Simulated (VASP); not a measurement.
Set up this calculation in VASP 6.6.1, as the native input.

| Item | Value |
| --- | --- |
| Task | single point |
| Functional | PBE |
| Potentials or basis | VASP PAW PBE potentials, release 64 (In_d, O) |
| Cutoff | 520 eV |
| k mesh | 1 × 1 × 1, shifted |
| Occupations | gaussian, width 0.1 eV |
| Spin | no spin polarisation |
| Dipole correction | no |
| Further INCAR settings | LREAL = Auto; ALGO = Normal; EDIFF = 1e-06; NBANDS = 104; ISYM = -1 |

The structure of In2O3 lies in POSCAR:

```
In2O3
1.0
    6.5906602421     -0.0869707458      0.1824237979
   -0.0872491509      6.5910351130      0.1829153579
    0.1754441013      0.1755624042      6.3708874902
In O
8 12
Direct
    0.1296023286      0.5897500604      0.1030266194
    0.6871535028      0.8401050587      0.1600719086
    0.4374261574      0.8977642024      0.7171360726
    0.1870874958      0.3402044780      0.6600568193
    0.2447093017      0.0904626958      0.2171380421
    0.6234428996      0.4037671966      0.4100713322
    0.9366783922      0.7826256572      0.6030584198
    0.7508313187      0.2764182813      0.9100865168
    0.2900533155      0.4135412168      0.3324204295
    0.3766760019      0.8355895860      1.0578141110
    0.5939852207      0.1506686290      0.2053768607
    0.7605210145      0.9430494423      0.8324440131
    0.4976607050      0.2469603533      0.7054310638
    0.1825549332      0.0297545725      0.5578166383
    0.7801769537      0.5295114960      0.1147933962
    0.6137207354      0.7373658284      0.4877449466
    0.8764798081      0.4332686157      0.6148388081
   -0.0023637610     -0.1554450585      0.2623107532
    0.0843116622      0.2667848203      0.9877306050
    0.1915726142      0.6506661260      0.7623006580
```

These files were run (other wordings do the same):

INCAR

```
SYSTEM = In2O3
PREC = Accurate ; ENCUT = 520
EDIFF = 1E-6 ; ISMEAR = 0
SIGMA = 0.1 ; LREAL = Auto
LASPH = .True. ; NELM = 120
ALGO = Normal ; ISIF = 2
LWAVE = .False. ; LCHARG = .False.
GGA = PE ; NBANDS = 104
ISYM = -1 ; GGA_COMPAT = .False.
```

KPOINTS

```
explicit points
1
Reciprocal
  0.25000000   0.25000000   0.25000000 1
```

Potentials or basis: VASP PAW PBE potentials, release 64 (In_d, O).

The run is started by

```console
$ cat potpaw_PBE.64/In_d/POTCAR potpaw_PBE.64/O/POTCAR > POTCAR
$ mpirun -np 1 vasp_std > vasp.out
```

It gave:

```yaml
Pressure: 0.3 GPa
Largest_force: 0.023 eV/Å
```

Wall time 2.4 min on 1 thread of Intel Xeon 8259CL, on a shared host, peak memory 0.33 GiB.
